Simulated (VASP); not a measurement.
# BN (P-6m2) in VASP: single point with PBE+D3(BJ)

Aim: the single point of BN with PBE+D3(BJ).

All numbers are computed with VASP 6.6.1; they aren't measurements. Logs are shortened: lines on timing, memory, paths and dates and some standing lists are left out, and cuts for length are marked.

## (1) The cell of the first run

The structure is hexagonal, space group P-6m2 (No. 187). The conventional cell has a = 2.510 Å, b = 2.510 Å, c = 6.690 Å, α = 90.00°, β = 90.00°, γ = 120.00°. Within 1.9 Å of B (site symmetry -6m2) lie 3 N at 1.45 Å. Within 1.9 Å of B (site symmetry -6m2) lie 3 N at 1.45 Å. N (site symmetry -6m2) has 3 B at 1.45 Å within 1.9 Å. Within 1.9 Å of N (site symmetry -6m2) lie 3 B at 1.45 Å.

## (2) Single point, PBE+D3(BJ)

INCAR reads:

```
SYSTEM = BN
PREC     = Accurate       ! precision mode
ENCUT    = 520            ! plane-wave cutoff, eV
EDIFF    = 1E-6           ! SCF threshold, eV
ISMEAR   = 0              ! smearing method
SIGMA    = 0.05           ! smearing width, eV
LREAL    = .False.        ! projectors in reciprocal space
LASPH    = .True.         ! aspherical terms in the spheres
NELM     = 100            ! most SCF steps
ALGO     = Normal         ! electronic algorithm
ISIF     = 2              ! what is computed and relaxed
LWAVE    = .False.        ! write WAVECAR
LCHARG   = .True.         ! write CHGCAR
GGA      = PE             ! functional
IVDW     = 12             ! dispersion correction
LELF     = .True.         ! ELF
LVHAR    = .True.       
NBANDS   = 16             ! bands
```

KPOINTS reads:

```
regular mesh
0
Gamma
  12 12 4
  0 0 0
```

POSCAR reads:

```
BN
1.0
    2.5099983704      0.0000000000      0.0000000000
   -1.2549991852      2.1737223522      0.0000000000
    0.0000000000      0.0000000000      6.6900000000
B N
2 2
Direct
    0.0000000000      0.0000000000      0.5000000000
    0.3333333333      0.6666666667      0.0000000000
    0.0000000000      0.0000000000      0.0000000000
    0.6666666667      0.3333333333      0.5000000000
```

Potentials or basis: VASP PAW PBE potentials, release 64 (B, N).

Command:

```sh
cat potpaw_PBE.64/B/POTCAR potpaw_PBE.64/N/POTCAR > POTCAR
mpirun -np 1 vasp_std > vasp.out
```

OUTCAR:

```text
SYSTEM = BN
   PREC = Accurate
   ENCUT = 520
   EDIFF = 1E-6
   ISMEAR = 0
   LREAL = .False.
   LASPH = .True.
   NELM = 100
   ISIF = 2
   GGA = PE
   IVDW = 12
 IVDW          = 12

 ion  position               nearest neighbor table
   1  0.000  0.000  0.500-   4 1.45   4 1.45   4 1.45
   2  0.333  0.667  0.000-   3 1.45   3 1.45   3 1.45
   3  0.000  0.000  0.000-   2 1.45   2 1.45   2 1.45
   4  0.667  0.333  0.500-   1 1.45   1 1.45   1 1.45

  LATTYP: Found a hexagonal cell.
 ALAT       =     2.5099983704
 C/A-ratio  =     2.6653403759

  Lattice vectors:

 A1 = (   2.5099983704,   0.0000000000,   0.0000000000)
 A2 = (  -1.2549991852,   2.1737223522,   0.0000000000)
 A3 = (   0.0000000000,   0.0000000000,   6.6900000000)

Analysis of symmetry for initial positions (statically):
=====================================================================
 Subroutine PRICEL returns:
 Original cell was already a primitive cell.

 Routine SETGRP: Setting up the symmetry group for a
 hexagonal supercell.

 Subroutine GETGRP returns: Found 12 space group operations
 (whereof 12 operations were pure point group operations)
 out of a pool of 24 trial point group operations.

The static configuration has the point symmetry D_3h.

Analysis of symmetry for dynamics (positions and initial velocities):
=====================================================================
 Subroutine PRICEL returns:
 Original cell was already a primitive cell.

 Routine SETGRP: Setting up the symmetry group for a
 hexagonal supercell.

 Subroutine GETGRP returns: Found 12 space group operations
 (whereof 12 operations were pure point group operations)
 out of a pool of 24 trial point group operations.

The dynamic configuration has the point symmetry D_3h.

 Subroutine INISYM returns: Found 12 space group operations
 (whereof 12 operations are pure point group operations),
 and found     1 'primitive' translations

----------------------------------------------------------------------------------------

                                     Primitive cell

  volume of cell :      36.5009

  direct lattice vectors                    reciprocal lattice vectors
     2.509998370  0.000000000  0.000000000     0.398406633  0.230020177  0.000000000
    -1.254999185  2.173722352  0.000000000     0.000000000  0.460040354  0.000000000
     0.000000000  0.000000000  6.690000000     0.000000000  0.000000000  0.149476831

  length of vectors
     2.509998370  2.509998370  6.690000000     0.460040354  0.460040354  0.149476831

  position of ions in fractional coordinates (direct lattice)
     0.000000000  0.000000000  0.500000000
     0.333333333  0.666666667  0.000000000
     0.000000000  0.000000000  0.000000000
     0.666666667  0.333333333  0.500000000

  ion indices of the primitive-cell ions
   primitive index   ion index
                 1           1
                 2           2
                 3           3
                 4           4

----------------------------------------------------------------------------------------

 KPOINTS: regular mesh

Automatic generation of k-mesh.
 Grid dimensions read from file:
 generate k-points for:   12   12    4

 Generating k-lattice:

  Cartesian coordinates                     Fractional coordinates (reciprocal lattice)
     0.033200553  0.019168348  0.000000000     0.083333333 -0.000000000  0.000000000
     0.000000000  0.038336696  0.000000000     0.000000000  0.083333333  0.000000000
     0.000000000  0.000000000  0.037369208     0.000000000  0.000000000  0.250000000

  Length of vectors
     0.038336696  0.038336696  0.037369208

  Shift w.r.t. Gamma in fractional coordinates (k-lattice)
     0.000000000  0.000000000  0.000000000

 Subroutine IBZKPT returns following result:
 ===========================================

 Found     57 irreducible k-points:

 Following reciprocal coordinates:
            Coordinates               Weight
  0.000000  0.000000  0.000000      1.000000
  0.083333  0.000000  0.000000      6.000000
  0.166667  0.000000  0.000000      6.000000
  0.250000  0.000000  0.000000      6.000000
  0.333333  0.000000  0.000000      6.000000
  0.416667  0.000000  0.000000      6.000000
[... 16 lines left out ...]
  0.250000  0.000000  0.250000     12.000000
  0.333333  0.000000  0.250000     12.000000
 [... further k-points ...]
   k-points           NKPTS =     57   k-points in BZ     NKDIM =     57   number of bands    NBANDS=     16
   number of dos      NEDOS =    301   number of ions     NIONS =      4
   total plane-waves  NPLWV =  20000
   dimension x,y,z NGX =    20 NGY =   20 NGZ =   50
   dimension x,y,z NGXF=    40 NGYF=   40 NGZF=  100
   ions per type =               2   2
   NGX,Y,Z   is equivalent  to a cutoff of  13.25, 13.25, 12.42 a.u.
   NGXF,Y,Z  is equivalent  to a cutoff of  26.49, 26.49, 24.85 a.u.
 SYSTEM =  BN
   PREC   = accura    normal or accurate (medium, high low for compatibility)
   ISTART =      0    job   : 0-new  1-cont  2-samecut
   ICHARG =      2    charge: 1-file 2-atom 10-const
   ISPIN  =      1    spin polarized calculation?
   LNONCOLLINEAR =      F non collinear calculations
   LSORBIT =      F    spin-orbit coupling
   LASPH  =      T    aspherical Exc in radial PAW
   ENCUT  =  520.0 eV  38.22 Ry    6.18 a.u.   4.67  4.67 12.44*2*pi/ulx,y,z
   NELM   =    100;   NELMIN=  2; NELMDL= -5     # of ELM steps
   EDIFF  = 0.1E-05   stopping-criterion for ELM
   LREAL  =      F    real-space projection
   EDIFFG = 0.1E-04   stopping-criterion for IOM
   NSW    =      0    number of steps for IOM
   IBRION =     -1    ionic relax: 0-MD 1-quasi-New 2-CG
   NFREE  =      0    steps in history (QN), initial steepest desc. (CG)
   ISIF   =      2    stress and relaxation
   ISYM   =      2    0-nonsym 1-usesym 2-fastsym
   POTIM  = 0.5000    time-step for ionic-motion
   TEBEG  =    0.0;   TEEND  =   0.0 temperature during run
   PSTRESS=    0.0 pullay stress
   NELECT =      16.0000    total number of electrons
   NUPDOWN=      -1.0000    fix difference up-down
   EMIN   =  10.00;   EMAX   =-10.00  energy-range for DOS
   EFERMI =   0.00;   METHOD = LEGACY
   ISMEAR =     0;   SIGMA  =   0.05  broadening in eV -4-tet -1-fermi 0-gaus
   EFERMI_NEDOS =   21; number of points for ismear=-14 and -15
   IALGO  =     38    algorithm
   IMIX   =      4    mixing-type and parameters
     AMIX     =   0.40;   BMIX     =  1.00
     AMIX_MAG =   1.60;   BMIX_MAG =  1.00
  volume/ion in A,a.u.               =       9.13        61.58
  Fermi-wavevector in a.u.,A,eV,Ry     =   1.243599  2.350061 21.041925  1.546538
  Thomas-Fermi vector in A             =   2.377902
   LORBIT       =      0    0 simple, 1 ext, 2 COOP (PROOUT), +10 PAW based schemes
   GGA     = PE    functional components
   LHFCALC =     F    Hartree Fock is set to
   AEXX    =    0.0000 exact exchange contribution
   IVDW    =    12    specifies the selected vdW correction
   LEPSILON=     F    determine dielectric tensor
   LRPA    =     F    only Hartree local field effects (RPA)
 non-spin polarized calculation
 Gauss-broadening in eV      SIGMA  =   0.05
  energy-cutoff  :      520.00
  volume of cell :       36.50
 maximum number of plane-waves:      1000
 NGX is ok and might be reduce to    20
   NGX =  9   NGY =  9   NGZ = 25

 number of electron      15.9999998 magnetization

 Free energy of the ion-electron system (eV)
  ---------------------------------------------------
  ext. energy  EPLUGINS =         0.00000000
  ---------------------------------------------------
  free energy    TOTEN  =       -35.16106472 eV

  energy without entropy =      -35.16106472  energy(sigma->0) =      -35.16106472

 E-fermi :   2.5270     XC(G=0): -10.0151

 val. band max:        2.2331722708   @ k =   0.3333   0.3333   0.5000
 cond. band min:       6.5891411450   @ k =   0.5000   0.0000   0.0000
 fundamental gap:      4.3559688742
 Fermi energy:         2.5269858176

 k-point     1 :       0.0000    0.0000    0.0000
  band No.  band energies     occupation
      1     -15.5774      2.00000
      2     -15.2851      2.00000
      3      -3.9610      2.00000
      4      -1.9206      2.00000
      5       0.8044      2.00000
      6       0.8044      2.00000
[... 8 lines left out ...]
     15      14.3011      0.00000
     16      15.2156      0.00000

 k-point     2 :       0.0833    0.0000    0.0000
  band No.  band energies     occupation
      1     -15.4423      2.00000
      2     -15.1542      2.00000
      3      -3.7749      2.00000
      4      -1.7547      2.00000
      5       0.2457      2.00000
      6       0.3473      2.00000
[... 8 lines left out ...]
     15      14.7357      0.00000
     16      14.7971      0.00000

 k-point     3 :       0.1667    0.0000    0.0000
  band No.  band energies     occupation
      1     -15.0444      2.00000
      2     -14.7689      2.00000
      3      -3.2230      2.00000
      4      -1.2677      2.00000
      5      -1.1652      2.00000
      6      -1.0560      2.00000
[... 8 lines left out ...]
     15      15.9536      0.00000
     16      15.9745      0.00000

 k-point     4 :       0.2500    0.0000    0.0000
  band No.  band energies     occupation
      1     -14.4105      2.00000
      2     -14.1570      2.00000
      3      -2.9531      2.00000
      4      -2.8281      2.00000
      5      -2.3290      2.00000
      6      -0.8060      2.00000
[... 8 lines left out ...]
     15      17.3192      0.00000
     16      18.1102      0.00000

 k-point     5 :       0.3333    0.0000    0.0000
  band No.  band energies     occupation
      1     -13.6083      2.00000
      2     -13.3890      2.00000
      3      -4.7341      2.00000
      4      -4.5901      2.00000
      5      -1.4295      2.00000
      6      -1.3169      2.00000
[... 8 lines left out ...]
     15      17.9595      0.00000
     16      20.6148      0.00000

 k-point     6 :       0.4167    0.0000    0.0000
  band No.  band energies     occupation
      1     -12.8112      2.00000
      2     -12.6442      2.00000
      3      -6.1569      2.00000
      4      -5.9995      2.00000
      5      -1.8385      2.00000
      6      -1.7245      2.00000
[... 8 lines left out ...]
     15      17.6761      0.00000
     16      19.9934      0.00000
[... 267 lines left out ...]
 k-point    21 :       0.0833    0.0000    0.2500
  band No.  band energies     occupation
      1     -15.4074      2.00000
      2     -15.1931      2.00000
      3      -3.5287      2.00000
      4      -2.1186      2.00000
      5       0.2485      2.00000
      6       0.3492      2.00000
[... 8 lines left out ...]
     15      14.7435      0.00000
     16      14.8095      0.00000

 k-point    22 :       0.1667    0.0000    0.2500
  band No.  band energies     occupation
      1     -15.0115      2.00000
      2     -14.8056      2.00000
      3      -2.9865      2.00000
      4      -1.6366      2.00000
      5      -1.1486      2.00000
      6      -1.0426      2.00000
[... 8 lines left out ...]
     15      15.8632      0.00000
     16      15.9671      0.00000

 k-point    23 :       0.2500    0.0000    0.2500
  band No.  band energies     occupation
      1     -14.3810      2.00000
      2     -14.1896      2.00000
      3      -2.9541      2.00000
      4      -2.8476      2.00000
      5      -2.0848      2.00000
      6      -0.8094      2.00000
[... 8 lines left out ...]
     15      18.1167      0.00000
     16      18.2251      0.00000

 k-point    24 :       0.3333    0.0000    0.2500
  band No.  band energies     occupation
      1     -13.5843      2.00000
      2     -13.4149      2.00000
      3      -4.7253      2.00000
      4      -4.6051      2.00000
      5      -1.4259      2.00000
      6      -1.3206      2.00000
[... 8 lines left out ...]
     15      18.7629      0.00000
     16      20.4043      0.00000

 [... further k-points ...]

------------------------ aborting loop because EDIFF is reached ----------------------------------------

 Edisp (eV)   -0.55703

 E8    (eV) :    -0.1631

  FORCE on cell =-STRESS in cart. coord.  units (eV):
  Direction    XX          YY          ZZ          XY          YZ          ZX
  --------------------------------------------------------------------------------------
  -------------------------------------------------------------------------------------
  Total      -0.32527    -0.32527    -0.11775     0.00000     0.00000     0.00000
  in kB     -14.27740   -14.27740    -5.16838     0.00000     0.00000     0.00000
  external pressure =      -11.24 kB  Pullay stress =        0.00 kB

 VOLUME and BASIS-vectors are now :
 -----------------------------------------------------------------------------
  energy-cutoff  :      520.00
  volume of cell :       36.50
      direct lattice vectors                 reciprocal lattice vectors
     2.509998370  0.000000000  0.000000000     0.398406633  0.230020177  0.000000000
    -1.254999185  2.173722352  0.000000000     0.000000000  0.460040354  0.000000000
     0.000000000  0.000000000  6.690000000     0.000000000  0.000000000  0.149476831

 POSITION                                       TOTAL-FORCE (eV/Angst)
 -----------------------------------------------------------------------------------
      0.00000      0.00000      3.34500         0.000000     -0.000000      0.000000
     -0.00000      1.44915      0.00000         0.000000     -0.000000      0.000000
      0.00000      0.00000      0.00000        -0.000000      0.000000      0.000000
      1.25500      0.72457      3.34500        -0.000000      0.000000      0.000000
 -----------------------------------------------------------------------------------
    total drift:                               -0.000001      0.000000      0.000000

  FREE ENERGIE OF THE ION-ELECTRON SYSTEM (eV)
  ---------------------------------------------------
  free  energy   TOTEN  =       -35.7180937092 eV

  energy  without entropy=      -35.7180937092  energy(sigma->0) =      -35.71809371
```

Wall time 50 s (1 thread of Intel Xeon 8259CL, shared host); peak memory 0.17 GiB.

Results:

| Quantity | Value |
| --- | --- |
| Free energy | -35.7181 eV |
| Pressure | -1.1 GPa |
| Band gap on the k mesh | 4.36 eV, indirect (least direct gap 4.47 eV) |
| Dispersion energy per atom | -0.139 eV |
